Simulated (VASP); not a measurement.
Runs of VASP 6.6.1 on NaF. The structure is that of space group Fm-3m (No. 225), or close to it. The cells are those of the table. 

```tsv
level	cell	smearing	gap on the mesh (eV)	pressure (GPa)
r2SCAN	a = 3.212, b = 3.212, c = 3.249 Å, angles 59.6, 59.6, 60.8°, 2 atoms	gaussian 0.01 eV	7.45	0.6
PBE	a = 3.269, b = 3.269, c = 3.288 Å, angles 59.8, 59.8, 60.4°, 2 atoms	fermi-dirac 0.02 eV	6.31	2.1
r2SCAN	a = 3.144 Å, angles 62.2°, 2 atoms	gaussian 0.01 eV	7.52	2.2
PBE	a = 3.212, b = 3.212, c = 3.249 Å, angles 59.6, 59.6, 60.8°, 2 atoms	fermi-dirac 0.02 eV	(c)	(a)
r2SCAN	a = 3.269, b = 3.269, c = 3.288 Å, angles 59.8, 59.8, 60.4°, 2 atoms	gaussian 0.01 eV	(b)	-1.8
```

Alike in all rows: task single point; potentials or basis VASP PAW PBE potentials, release 64 (Na_pv, F); no spin polarisation; k mesh 10 × 10 × 10; cutoff (eV) 520.

**Question.** Estimate the missing entries.

**Answer.** (a) 5.1; (b) 7.18; (c) 6.57.

Caveats: the PAW data sets were made with another functional, which shifts forces and pressure a little (some runs).

A k mesh can miss the band edges.
